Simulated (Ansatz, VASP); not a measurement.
**BN in VASP and in Ansatz**

POSCAR

```
BN
1.0
    2.5479976490      0.0000000000      0.0000000000
   -1.2739988245      2.2066306928      0.0000000000
    0.0000000000      0.0000000000      8.3753608011
B N
4 4
Direct
    0.0000000000      0.0000000000      0.0003894352
    0.3333333333      0.6666666667      0.2496892000
    0.0000000000      0.0000000000      0.5003894352
    0.6666666667      0.3333333333      0.7496892000
    0.0000000000      0.0000000000      0.1869898325
    0.3333333333      0.6666666667      0.4379315323
    0.0000000000      0.0000000000      0.6869898325
    0.6666666667      0.3333333333      0.9379315323
```

The input INCAR.step1:

```
PREC = Accurate
ENCUT = 520
ISMEAR = 0
SIGMA = 0.01
LREAL = False
LASPH = True
NELM = 100
NBANDS = 26
GGA = PE
ALGO = Normal
EDIFF = 1E-4
LWAVE = True
LCHARG = False
```

File INCAR.step2:

```
PREC = Accurate
ENCUT = 520
EDIFF = 1E-7
ISMEAR = 0
SIGMA = 0.01
LREAL = False
LASPH = True
NELM = 100
ALGO = Normal
ISIF = 2
LWAVE = False
LCHARG = True
METAGGA = R2SCAN
LMIXTAU = True
LELF = True
LVHAR = True
NBANDS = 26
ISTART = 1
```

The input KPOINTS:

```
Automatic mesh
0
Gamma
  12 12 4
```

Input for Ansatz:

```yaml
crystal:
  lattice:
    - [2.547997649, 0.0, 0.0]
    - [-1.2739988245, 2.2066306928, 0.0]
    - [0.0, 0.0, 8.3753608011]
  atoms:
    - { symbol: B, position: [0.0, 0.0, 0.0003894352] }
    - { symbol: B, position: [0.3333333333, 0.6666666667, 0.2496892] }
    - { symbol: B, position: [0.0, 0.0, 0.5003894352] }
    - { symbol: B, position: [0.6666666667, 0.3333333333, 0.7496892] }
    - { symbol: "N", position: [0.0, 0.0, 0.1869898325] }
    - { symbol: "N", position: [0.3333333333, 0.6666666667, 0.4379315323] }
    - { symbol: "N", position: [0.0, 0.0, 0.6869898325] }
    - { symbol: "N", position: [0.6666666667, 0.3333333333, 0.9379315323] }
kpoints:
  mp_grid: { grid: [12, 12, 4] }
  band_path:
    path:
      - [0.0, 0.0, 0.0]
      - [0.5, 0.0, 0.0]
      - [0.3333333333, 0.3333333333, 0.0]
      - [0.0, 0.0, 0.5]
      - [0.5, 0.0, 0.5]
      - [0.3333333333, 0.3333333333, 0.5]
      - [0.0, 0.5, 0.0]
    npoints: 1
hamiltonian:
  xc: r2scan
scf:
  occupations: { method: fixed }
  n_extra_bands: 6
output:
  forces: true
  stress: true
  eigenvalues: true
```

Alike in both runs: task single point; functional r2SCAN; k mesh 12 × 12 × 4; no spin polarisation.

```csv
,VASP,Ansatz
version,VASP 6.6.1,Ansatz 0.2.0
potentials or method,"VASP PAW PBE potentials, release 64 (B, N)","plane waves, PAW"
plane-wave cutoff (eV),520,500
occupations,"gaussian, width 0.01 eV",fixed
valence electrons in the cell,32,32
```

|  | VASP | Ansatz | Ansatz less VASP |
| --- | --- | --- | --- |
| gap on the k mesh at the Fermi level (eV) | 6.06 | 6.08 | +0.019 |
| pressure (GPa) | 1.1 | 0.0 | -1.11 |

VASP's potentials were made for PBE, not for r2SCAN.
